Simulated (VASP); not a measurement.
# ZnSnP2 (I-42d) in VASP: relaxation of cell and atoms with r2SCAN

Aim: the relaxation of cell and atoms of ZnSnP2 with r2SCAN.

All numbers are computed with VASP 6.6.1; they aren't measurements. Logs are shortened: lines on timing, memory, paths and dates and some standing lists are left out, and cuts for length are marked.

### 1 The cell of the first run

It takes space group I-42d (No. 122, tetragonal). Conventional cell: a = 5.702 Å, b = 5.702 Å, c = 11.434 Å, α = 90.00°, β = 90.00°, γ = 90.00°. Zn (site symmetry -4) has 4 P at 2.40 Å within 3.2 Å. Sn (site symmetry -4) has 4 P at 2.55 Å within 3.4 Å. Within 3.2 Å of P (site symmetry 2) lie 2 Zn at 2.40 Å and 2 Sn at 2.55 Å.

### 2 Relaxation of cell and atoms, r2SCAN

POSCAR reads:

```
ZnSnP2
1.0
   -2.8511251118      2.8511251118      5.7168577725
    2.8511251118     -2.8511251118      5.7168577725
    2.8511251118      2.8511251118     -5.7168577725
Zn Sn P
2 2 4
Direct
    0.7500000000      0.2500000000      0.5000000000
    0.0000000000      0.0000000000      0.0000000000
    0.2500000000      0.7500000000      0.5000000000
    0.5000000000      0.5000000000      0.0000000000
    0.3750000000      0.3527945212      0.4777945212
    0.6472054788      0.1250000000      0.0222054788
    0.1027945212      0.6250000000      0.9777945212
    0.8750000000      0.8972054788      0.5222054788
```

INCAR.step1 reads:

```
ALGO     = Normal         # electronic algorithm
EDIFF    = 1E-5           # SCF threshold, eV
EDIFFG   = -0.005         # ionic threshold
ENCUT    = 550            # plane-wave cutoff, eV
GGA      = PE             # functional
GGA_COMPAT= F            
IBRION   = 2              # ionic algorithm
ISIF     = 3              # what is computed and relaxed
ISMEAR   = -1             # smearing method
KPAR     = 4            
LASPH    = T              # aspherical terms in the spheres
LCHARG   = F              # write CHGCAR
LREAL    = F              # projectors in reciprocal space
LWAVE    = T              # write WAVECAR
NELM     = 120            # most SCF steps
NELMIN   = 4            
NSW      = 100            # ionic steps
PREC     = Accurate       # precision mode
SIGMA    = 0.02           # smearing width, eV
```

INCAR.step2 reads:

```
ALGO     = Normal         # electronic algorithm
EDIFF    = 1E-7           # SCF threshold, eV
EDIFFG   = -0.005         # ionic threshold
ENCUT    = 550            # plane-wave cutoff, eV
GGA_COMPAT= F            
IBRION   = 2              # ionic algorithm
ISIF     = 3              # what is computed and relaxed
ISMEAR   = -1             # smearing method
ISTART   = 1            
KPAR     = 4            
LASPH    = T              # aspherical terms in the spheres
LCHARG   = F              # write CHGCAR
LMIXTAU  = T            
LREAL    = F              # projectors in reciprocal space
LWAVE    = F              # write WAVECAR
METAGGA  = R2SCAN         # meta-GGA
NELM     = 120            # most SCF steps
NELMIN   = 4            
NSW      = 80             # ionic steps
PREC     = Accurate       # precision mode
SIGMA    = 0.02           # smearing width, eV
```

KPOINTS reads:

```
k-points
0
Gamma
  6 6 6
```

Potentials or basis: VASP PAW PBE potentials, release 64 (Zn, Sn_d, P).

Launch:

```console
> cat potpaw_PBE.64/Zn/POTCAR potpaw_PBE.64/Sn_d/POTCAR potpaw_PBE.64/P/POTCAR > POTCAR
> cp INCAR.step1 INCAR
> mpirun -np 4 vasp_std > vasp.out
> cp INCAR.step2 INCAR
> mpirun -np 4 vasp_std > vasp.out
```

OUTCAR:

```text
EDIFF = 1E-7
   EDIFFG = -0.005
   ENCUT = 550
   IBRION = 2
   ISIF = 3
   ISMEAR = -1
   ISTART = 1
   LASPH = T
   LREAL = F
   METAGGA = R2SCAN
   NELM = 120
   NELMIN = 4
   NSW = 80
   PREC = Accurate

 ion  position               nearest neighbor table
   1  0.750  0.250  0.500-   7 2.40   6 2.40   5 2.40   8 2.40
   2  0.000  0.000  0.000-   5 2.40   6 2.40   7 2.40   8 2.40
   3  0.250  0.750  0.500-   6 2.55   5 2.55   8 2.55   7 2.55
   4  0.500  0.500  0.000-   8 2.55   6 2.55   7 2.55   5 2.55
   5  0.375  0.353  0.478-   2 2.40   1 2.40   4 2.55   3 2.55
   6  0.647  0.125  0.022-   1 2.40   2 2.40   4 2.55   3 2.55
   7  0.103  0.625  0.978-   1 2.40   2 2.40   3 2.55   4 2.55
   8  0.875  0.897  0.522-   1 2.40   2 2.40   3 2.55   4 2.55

  LATTYP: Found a body centered tetragonal cell.
 ALAT       =     5.7022502236
 C/A-ratio  =     2.0051234331

  Lattice vectors:

 A1 = (  -2.8511251118,   2.8511251118,   5.7168577725)
 A2 = (   2.8511251118,  -2.8511251118,   5.7168577725)
 A3 = (   2.8511251118,   2.8511251118,  -5.7168577725)

Analysis of symmetry for initial positions (statically):
=====================================================================
 Subroutine PRICEL returns:
 Original cell was already a primitive cell.

 Routine SETGRP: Setting up the symmetry group for a
 body centered tetragonal supercell.

 Subroutine GETGRP returns: Found  8 space group operations
 (whereof  4 operations were pure point group operations)
 out of a pool of 16 trial point group operations.

The static configuration has the point symmetry S_4 .
 The point group associated with its full space group is D_2d.

Analysis of symmetry for dynamics (positions and initial velocities):
=====================================================================
 Subroutine PRICEL returns:
 Original cell was already a primitive cell.

 Routine SETGRP: Setting up the symmetry group for a
 body centered tetragonal supercell.

 Subroutine GETGRP returns: Found  8 space group operations
 (whereof  4 operations were pure point group operations)
 out of a pool of 16 trial point group operations.

The dynamic configuration has the point symmetry S_4 .
 The point group associated with its full space group is D_2d.

 Subroutine INISYM returns: Found  8 space group operations
 (whereof  4 operations are pure point group operations),
 and found     1 'primitive' translations

----------------------------------------------------------------------------------------

                                     Primitive cell

  volume of cell :     185.8874

  direct lattice vectors                    reciprocal lattice vectors
    -2.851125112  2.851125112  5.716857773     0.000000000  0.175369365  0.087460633
     2.851125112 -2.851125112  5.716857773     0.175369365  0.000000000  0.087460633
     2.851125112  2.851125112 -5.716857773     0.175369365  0.175369365  0.000000000

  length of vectors
     6.995733814  6.995733814  6.995733814     0.195968815  0.195968815  0.248009734

  position of ions in fractional coordinates (direct lattice)
     0.750000000  0.250000000  0.500000000
     0.000000000  0.000000000  0.000000000
     0.250000000  0.750000000  0.500000000
     0.500000000  0.500000000  0.000000000
     0.375000000  0.352794521  0.477794521
     0.647205479  0.125000000  0.022205479
     0.102794521  0.625000000  0.977794521
     0.875000000  0.897205479  0.522205479

  ion indices of the primitive-cell ions
   primitive index   ion index
                 1           1
                 2           2
                 3           3
                 4           4
                 5           5
                 6           6
                 7           7
                 8           8

----------------------------------------------------------------------------------------

 KPOINTS: k-points

Automatic generation of k-mesh.
 Grid dimensions read from file:
 generate k-points for:    6    6    6

 Generating k-lattice:

  Cartesian coordinates                     Fractional coordinates (reciprocal lattice)
     0.000000000  0.029228227  0.014576772     0.166666667 -0.000000000  0.000000000
     0.029228227  0.000000000  0.014576772    -0.000000000  0.166666667  0.000000000
     0.029228227  0.029228227  0.000000000     0.000000000  0.000000000  0.166666667

  Length of vectors
     0.032661469  0.032661469  0.041334956

  Shift w.r.t. Gamma in fractional coordinates (k-lattice)
     0.000000000  0.000000000  0.000000000

 Subroutine IBZKPT returns following result:
 ===========================================

 Found     30 irreducible k-points:

 Following reciprocal coordinates:
            Coordinates               Weight
  0.000000  0.000000  0.000000      1.000000
  0.166667 -0.000000  0.000000      8.000000
  0.333333  0.000000 -0.000000      8.000000
  0.500000  0.000000  0.000000      4.000000
  0.166667  0.166667  0.000000      8.000000
  0.333333  0.166667 -0.000000     16.000000
[... 16 lines left out ...]
 -0.333333 -0.333333  0.166667      8.000000
 -0.166667 -0.333333  0.166667      8.000000
 [... further k-points ...]
   k-points           NKPTS =     30   k-points in BZ     NKDIM =     30   number of bands    NBANDS=     43
   number of dos      NEDOS =    301   number of ions     NIONS =      8
   total plane-waves  NPLWV = 157464
   dimension x,y,z NGX =    54 NGY =   54 NGZ =   54
   dimension x,y,z NGXF=   108 NGYF=  108 NGZF=  108
   ions per type =               2   2   4
   NGX,Y,Z   is equivalent  to a cutoff of  12.83, 12.83, 12.83 a.u.
   NGXF,Y,Z  is equivalent  to a cutoff of  25.67, 25.67, 25.67 a.u.
 SYSTEM =  unknown system
   PREC   = accura    normal or accurate (medium, high low for compatibility)
   ISTART =      1    job   : 0-new  1-cont  2-samecut
   ICHARG =      0    charge: 1-file 2-atom 10-const
   ISPIN  =      1    spin polarized calculation?
   LNONCOLLINEAR =      F non collinear calculations
   LSORBIT =      F    spin-orbit coupling
   LASPH  =      T    aspherical Exc in radial PAW
   ENCUT  =  550.0 eV  40.42 Ry    6.36 a.u.  13.38 13.38 13.38*2*pi/ulx,y,z
   NELM   =    120;   NELMIN=  4; NELMDL=  0     # of ELM steps
   EDIFF  = 0.1E-06   stopping-criterion for ELM
   LREAL  =      F    real-space projection
   EDIFFG = -.5E-02   stopping-criterion for IOM
   NSW    =     80    number of steps for IOM
   IBRION =      2    ionic relax: 0-MD 1-quasi-New 2-CG
   NFREE  =      1    steps in history (QN), initial steepest desc. (CG)
   ISIF   =      3    stress and relaxation
   ISYM   =      2    0-nonsym 1-usesym 2-fastsym
   POTIM  = 0.5000    time-step for ionic-motion
   TEBEG  =    0.0;   TEEND  =   0.0 temperature during run
   PSTRESS=    0.0 pullay stress
   NELECT =      72.0000    total number of electrons
   NUPDOWN=      -1.0000    fix difference up-down
   EMIN   =  10.00;   EMAX   =-10.00  energy-range for DOS
   EFERMI =   0.00;   METHOD = LEGACY
   ISMEAR =    -1;   SIGMA  =   0.02  broadening in eV -4-tet -1-fermi 0-gaus
   EFERMI_NEDOS =   21; number of points for ismear=-14 and -15
   IALGO  =     38    algorithm
   IMIX   =      4    mixing-type and parameters
     AMIX     =   0.40;   BMIX     =  1.00
     AMIX_MAG =   1.60;   BMIX_MAG =  1.00
  volume/ion in A,a.u.               =      23.24       156.80
  Fermi-wavevector in a.u.,A,eV,Ry     =   1.193353  2.255111 19.375948  1.424092
  Thomas-Fermi vector in A             =   2.329370
   LORBIT       =      0    0 simple, 1 ext, 2 COOP (PROOUT), +10 PAW based schemes
   METAGGA = R2SCAN    functional components
   LHFCALC =     F    Hartree Fock is set to
   AEXX    =    0.0000 exact exchange contribution
   IVDW    =     0    specifies the selected vdW correction
   LEPSILON=     F    determine dielectric tensor
   LRPA    =     F    only Hartree local field effects (RPA)
 conjugate gradient relaxation of ions
 non-spin polarized calculation
  energy-cutoff  :      550.00
  volume of cell :      185.89
 maximum number of plane-waves:      5480
 NGX is ok and might be reduce to    54
   NGX = 27   NGY = 27   NGZ = 27

--------------------------------------- Ionic step        1  -------------------------------------------

 number of electron      72.0000019 magnetization

 Free energy of the ion-electron system (eV)
  ---------------------------------------------------
  ext. energy  EPLUGINS =         0.00000000
  ---------------------------------------------------
  free energy    TOTEN  =      -105.34710007 eV

  energy without entropy =     -105.34710007  energy(sigma->0) =     -105.34710007

 E-fermi :   4.6683     XC(G=0): -10.0483

 val. band max:        4.2236609786   @ k =   0.0000   0.0000   0.0000
 cond. band min:       5.3127507046   @ k =   0.0000   0.0000   0.0000
 fundamental gap:      1.0890897260
 Fermi energy:         4.6682950819

 k-point     1 :       0.0000    0.0000    0.0000
  band No.  band energies     occupation
      1     -17.9670      2.00000
      2     -17.9670      2.00000
      3     -17.9667      2.00000
      4     -17.9474      2.00000
      5     -17.9362      2.00000
      6     -17.9362      2.00000
[... 1260 lines left out ...]
  energy  without entropy=     -105.3846268009  energy(sigma->0) =     -105.38462680

--------------------------------------- Ionic step        5  -------------------------------------------

 number of electron      72.0000017 magnetization

 Free energy of the ion-electron system (eV)
  ---------------------------------------------------
  ext. energy  EPLUGINS =         0.00000000
  ---------------------------------------------------
  free energy    TOTEN  =      -105.38462831 eV

  energy without entropy =     -105.38462831  energy(sigma->0) =     -105.38462831

 E-fermi :   4.9135     XC(G=0): -10.1857

 val. band max:        4.5204011427   @ k =   0.0000   0.0000   0.0000
 cond. band min:       5.7845024947   @ k =   0.0000   0.0000   0.0000
 fundamental gap:      1.2641013520
 Fermi energy:         4.9134787121

 k-point     1 :       0.0000    0.0000    0.0000
  band No.  band energies     occupation
      1     -17.7159      2.00000
      2     -17.7159      2.00000
      3     -17.7157      2.00000
      4     -17.6939      2.00000
      5     -17.6811      2.00000
      6     -17.6811      2.00000
[... 1130 lines left out ...]
  FREE ENERGIE OF THE ION-ELECTRON SYSTEM (eV)
  ---------------------------------------------------
  free  energy   TOTEN  =      -105.3846283119 eV

  energy  without entropy=     -105.3846283119  energy(sigma->0) =     -105.38462831

 reached required accuracy - stopping structural energy minimisation
```

Wall time 16 min (4 MPI ranks of Intel Xeon 6975P-C (Granite Rapids), shared host); peak memory 0.63 GiB.

What came out:

| Item | Value |
| --- | --- |
| Free energy | -105.3846 eV |
| Relaxed volume | 22.57 Å³/atom |
| Relaxed cell | a = 6.929 Å, b = 6.929 Å, c = 6.929 Å, α = 131.90°, β = 131.90°, γ = 70.39° |
| Space group after relaxing (to 0.05 Å) | I-42d (No. 122) |
| Energy gained by relaxing | 4.7 meV/atom |
| Ionic steps | 5 |
| Pressure after relaxing | 0.0 GPa |
| Largest force after relaxing | 0.005 eV/Å |
| Band gap on the k mesh | 1.26 eV, direct |

Forces in eV/Å, atoms in the order of the input:
```
Zn   0.000  0.000  0.000
Zn   0.000  0.000  0.000
Sn   0.000  0.000  0.000
Sn   0.000  0.000  0.000
P    0.005  0.000  0.000
P    0.000 -0.005  0.000
P    0.000  0.005  0.000
P   -0.005  0.000  0.000
```

The path:
| step | energy change (eV) | largest force (eV/Å) | pressure (GPa) | volume (Å³) |
| --- | --- | --- | --- | --- |
| 1 | 0.0000 | 0.1056 | -2.10 | 185.89 |
| 2 | -0.0274 | 0.0503 | 1.23 | 177.81 |
| 3 | -0.0375 | 0.0055 | 0.04 | 180.48 |
| 4 | -0.0375 | 0.0077 | -0.01 | 180.58 |
| 5 | -0.0375 | 0.0046 | -0.01 | 180.59 |

Final structure:
```
Zn Sn P
1.0
    -2.82382    2.82382    5.66194
     2.82382   -2.82382    5.66194
     2.82382    2.82382   -5.66194
Zn Sn P
2 2 4
Direct
  0.75000 0.25000 0.50000
  0.00000 0.00000 0.00000
  0.25000 0.75000 0.50000
  0.50000 0.50000 0.00000
  0.37500 0.35343 0.47843
  0.64657 0.12500 0.02157
  0.10343 0.62500 0.97843
  0.87500 0.89657 0.52157
```

Caveat: the PAW data sets were made with another functional, which shifts forces and pressure a little; spin-orbit coupling is left out, which moves the levels of the heavy elements.
